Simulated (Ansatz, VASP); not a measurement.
## ZnSe2: VASP beside Ansatz

```
Zn Se
1.0
     6.30697    0.00000    0.00000
     0.00000    6.30697    0.00000
     0.00000    0.00000    6.30697
Zn Se
4 8
Direct
  0.50000 0.50000 0.00000
  0.50000 0.00000 0.50000
  0.00000 0.50000 0.50000
  0.00000 0.00000 0.00000
  0.10831 0.89169 0.39169
  0.89169 0.39169 0.10831
  0.39169 0.10831 0.89169
  0.60831 0.60831 0.60831
  0.89169 0.10831 0.60831
  0.10831 0.60831 0.89169
  0.60831 0.89169 0.10831
  0.39169 0.39169 0.39169
```

Alike in both runs: functional r2SCAN; k mesh 4 × 4 × 4; occupations gaussian, width 0.02 eV; no spin polarisation.

Ansatz relaxed the structure, and its values are those at the end. VASP's run is a single point on that final structure, the one shown.

|  | VASP | Ansatz |
| --- | --- | --- |
| version | VASP 6.6.1 | Ansatz 0.2.0 |
| potentials or method | VASP PAW PBE potentials, release 64 (Zn, Se), cutoff 520 eV | scalar-relativistic, plane waves, PAW |
| valence electrons in the cell | 96 | 176 |

```csv
,VASP,Ansatz,Ansatz less VASP
gap on the k mesh at the Fermi level (eV),1.18,1.18,+0.004
least direct gap on the mesh (eV),1.35,1.34,-0.003
pressure (GPa),0.0,0.0,-0.05
```

VASP's potentials were made for PBE, not for r2SCAN. With one functional, cell and mesh, what is left measures potentials, basis and numerics. VASP's potentials hold 96 valence electrons a cell and Ansatz's 176, so a difference there can come from the potentials and not from the codes.
